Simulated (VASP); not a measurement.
**KMgF3 (cubic perovskite): single point with LDA**

Crystal: KMgF3 (cubic perovskite).

```
K Mg F
1.0
     3.70328    0.00000    0.00000
     0.00000    3.70328    0.00000
     0.00000    0.00000    3.70328
K Mg F
1 1 3
Direct
  0.50000 0.50000 0.50000
  0.00000 0.00000 0.00000
  0.50000 0.00000 0.00000
  0.00000 0.50000 0.00000
  0.00000 0.00000 0.50000
```

This cell differs from its parent crystal: volume scaled by 0.79.

| Item | Value |
| --- | --- |
| Program | VASP 6.6.1 |
| Task | single point |
| Functional | LDA |
| Potentials or basis | VASP PAW LDA potentials, release 64 (K_sv, Mg, F) |
| Cutoff | 520 eV |
| k mesh | 6 × 6 × 6 |
| Occupations | gaussian, width 0.01 eV |
| Spin | no spin polarisation |

The pressure is 19.4 GPa and the band gap on the k mesh is 8.87 eV, indirect (least direct gap 9.17 eV).

Levels at points of the mesh, in eV from the valence-band top:
```csv
k point,band 14,band 15,band 16,band 17,band 18,band 19
"(0.00, 0.00, 0.00)",-0.29,-0.29,-0.29,8.87,10.00,10.00
"(0.50, 0.00, 0.00)",-1.15,-0.69,-0.69,11.23,11.43,12.61
"(0.50, 0.50, 0.00)",-1.07,-1.07,-0.04,11.95,12.49,13.66
"(0.50, 0.50, 0.50)",0.00,0.00,0.00,11.06,11.06,11.06
```

Wall time 9.8 s on 1 thread of Intel(R) Xeon(R) 6975P-C (Granite Rapids), on a shared host, peak memory 0.15 GiB.

 A k mesh can miss the band edges.
